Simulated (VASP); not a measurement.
Here is a VASP 6.6.1 calculation.

INCAR

```
SYSTEM = Mo
  PREC = Accurate
  ENCUT = 600
  EDIFF = 1E-6
  ISMEAR = -1
  SIGMA = 0.08
  LREAL = .FALSE.
  LASPH = .TRUE.
  NELM = 100
  ALGO = Normal
  ISIF = 3
  LWAVE = .FALSE.
  LCHARG = .FALSE.
  GGA = PS
  IBRION = 2
  NSW = 100
  EDIFFG = -0.002
```

File KPOINTS:

```
Automatic mesh
0
G
  16 16 16
  0 0 0
```

File POSCAR:

```
Mo
1.0
   -1.5734150000      1.5734150000      1.5734150000
    1.5734150000     -1.5734150000      1.5734150000
    1.5734150000      1.5734150000     -1.5734150000
Mo
1
Direct
    0.0000000000      0.0000000000      0.0000000000
```

Potentials or basis: VASP PAW PBE potentials, release 64 (Mo_sv).

The run is started by

```bash
$ cat potpaw_PBE.64/Mo_sv/POTCAR > POTCAR
$ mpirun -np 1 vasp_std > vasp.out
```

Task: Predict the relaxed volume.

Result: 15.34 Å³/atom.

Task: Predict the relaxed cell.

Result: a = 2.711 Å, b = 2.711 Å, c = 2.711 Å, α = 109.47°, β = 109.47°, γ = 109.47°.

The path:
```tsv
step	energy change (eV)	largest force (eV/Å)	pressure (GPa)	volume (Å³)
1	0.0000	0.0000	-4.15	15.58
2	0.0232	0.0000	13.40	14.69
3	-0.0031	0.0000	-0.08	15.35
4	-0.0031	0.0000	-0.03	15.34
5	-0.0031	0.0000	0.09	15.34
6	-0.0031	0.0000	-0.15	15.35
7	-0.0031	0.0000	-0.01	15.34
```

Caveat: the PAW data sets were made with another functional, which shifts forces and pressure a little.
